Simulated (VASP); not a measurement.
Runs of VASP 6.6.1 on Pb. The structure is that of space group I4/mmm (No. 139), or close to it. The cells are those of the table. 

```tsv
cell	gap on the mesh (eV)	pressure (GPa)
a = 3.497, b = 3.497, c = 3.318 Å, angles 61.7, 61.7, 56.6°, 1 atom	none	(a)
a = 3.452, b = 3.452, c = 3.318 Å, angles 61.3, 61.3, 57.5°, 1 atom	none	4.2
a = 3.407, b = 3.407, c = 3.493 Å, angles 59.2, 59.2, 61.7°, 1 atom	none	2.5
a = 3.494, b = 3.494, c = 3.580 Å, angles 59.2, 59.2, 61.6°, 1 atom	none	-1.4
a = 3.497, b = 3.497, c = 3.667 Å, angles 58.4, 58.4, 63.2°, 1 atom	none	(c)
a = 3.581, b = 3.581, c = 3.667 Å, angles 59.2, 59.2, 61.6°, 1 atom	none	-3.9
a = 3.452, b = 3.452, c = 3.580 Å, angles 58.8, 58.8, 62.5°, 1 atom	none	-0.2
a = 3.539, b = 3.539, c = 3.667 Å, angles 58.8, 58.8, 62.4°, 1 atom	none	-3.1
a = 3.539, b = 3.539, c = 3.406 Å, angles 61.2, 61.2, 57.5°, 1 atom	none	(b)
```

Alike in all rows: task single point; level PBEsol; potentials or basis VASP PAW PBE potentials, release 64 (Pb_d); no spin polarisation; k mesh 16 × 16 × 16; cutoff (eV) 520; smearing gaussian 0.15 eV.

Q: Estimate the missing entries.

A: (a) 2.7; (b) -0.1; (c) -2.1.

Caveats: the PAW data sets were made with another functional, which shifts forces and pressure a little; spin-orbit coupling is left out, which moves the levels of the heavy elements.

A k mesh can miss the band edges, and the runs leave out spin-orbit coupling on Pb.

A gap of «none» marks levels without a gap at the run's occupations.
